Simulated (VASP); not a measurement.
Runs of VASP 6.6.1 on Ti3Al5. The structure is that of space group P4/mmm (No. 123), or close to it. The cells are those of the table. 

```csv
cell,gap on the mesh (eV),pressure (GPa),largest force (eV/Å)
"a = 3.703, b = 3.703, c = 7.909 Å, 8 atoms",none,(a),0.23
"a = 3.703, b = 3.703, c = 8.117 Å, 8 atoms",none,19.5,0.20
"a = 4.093, b = 4.093, c = 8.325 Å, 8 atoms",none,-9.4,0.12
"a = 3.996, b = 3.996, c = 8.741 Å, 8 atoms",none,-9.5,0.09
```

Alike in all rows: task single point; level r2SCAN; potentials or basis VASP PAW PBE potentials, release 64 (Ti_sv, Al); no spin polarisation; k mesh 10 × 10 × 6; cutoff (eV) 520; smearing gaussian 0.15 eV.

Fill in the values left out.

(a) 24.5.

Caveats: the PAW data sets were made with another functional, which shifts forces and pressure a little; the cell stands under pressure (at least some runs); the cell stands under tension (at least some runs).

A gap of «none» marks levels without a gap at the run's occupations.
